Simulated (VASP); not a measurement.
Here is a VASP 6.6.1 calculation.

File INCAR:

```
  ALGO = Normal
  EDIFF = 1E-7
  ENCUT = 520
  GGA = PS
  ISIF = 2
  ISMEAR = -1
  LASPH = True
  LCHARG = False
  LREAL = False
  LWAVE = False
  NBANDS = 32
  NELM = 60
  PREC = Accurate
  SIGMA = 0.05
```

The input KPOINTS:

```
k-points
0
Gamma
  6 6 6
```

POSCAR

```
Sn3Se
1.0
    4.7418790000      0.0000000000      0.0000000000
    0.0000000000      4.7418790000      0.0000000000
    0.0000000000      0.0000000000      4.7418790000
Sn Se
3 1
Direct
    0.5000000000      0.5000000000      0.0000000000
    0.5000000000      0.0000000000      0.5000000000
    0.0000000000      0.5000000000      0.5000000000
    0.0000000000      0.0000000000      0.0000000000
```

Potentials or basis: VASP PAW PBE potentials, release 64 (Sn_d, Se).

Run with:

```console
$ cat potpaw_PBE.64/Sn_d/POTCAR potpaw_PBE.64/Se/POTCAR > POTCAR
$ mpirun -np 1 vasp_std > vasp.out
```

Q: Predict the band gap on the k mesh.

A: Zero (band 24 reaches 9.06 eV, above the bottom of band 25 at 6.77 eV).

Q: Estimate the pressure.

A: -2.7 GPa.

Caveat: the PAW data sets were made with another functional, which shifts forces and pressure a little; spin-orbit coupling is left out, which moves the levels of the heavy elements.
